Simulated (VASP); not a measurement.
Here is a VASP 6.6.1 calculation.

INCAR

```
SYSTEM = WS2
  ALGO = Normal
  EDIFF = 1E-6
  ENCUT = 520
  GGA = PS
  ISIF = 2
  ISMEAR = 0
  IVDW = 12
  LASPH = .TRUE.
  LCHARG = .FALSE.
  LREAL = .FALSE.
  LWAVE = .FALSE.
  NBANDS = 35
  NELM = 100
  PREC = Accurate
  SIGMA = 0.02
```

KPOINTS

```
k-points
0
G
  12 12 4
  0 0 0
```

The input POSCAR:

```
WS2
1.0
    3.0785386248      0.0000000000      0.0000000000
   -1.5392693124      2.6660926556      0.0000000000
    0.0000000000      0.0000000000     11.4011572165
W S
2 4
Direct
    0.3333333333      0.6666666667      0.7500000000
    0.6666666667      0.3333333333      0.2500000000
    0.3333333333      0.6666666667      0.1117167198
    0.6666666667      0.3333333333      0.6117167198
    0.3333333333      0.6666666667      0.3882832802
    0.6666666667      0.3333333333      0.8882832802
```

Potentials or basis: VASP PAW PBE potentials, release 64 (W_sv, S).

Run with:

```sh
$ cat potpaw_PBE.64/W_sv/POTCAR potpaw_PBE.64/S/POTCAR > POTCAR
$ mpirun -np 1 vasp_std > vasp.out
```

(1) What does it give for the pressure?

(2) Estimate the dispersion energy per atom.

(3) Estimate the largest force.

(4) Predict the band gap on the k mesh.

Answers

(1) 5.2 GPa.

(2) -0.441 eV.

(3) 0.016 eV/Å.

(4) 0.44 eV, indirect (least direct gap 1.81 eV).

Caveat: the PAW data sets were made with another functional, which shifts forces and pressure a little; spin-orbit coupling is left out, which moves the levels of the heavy elements.
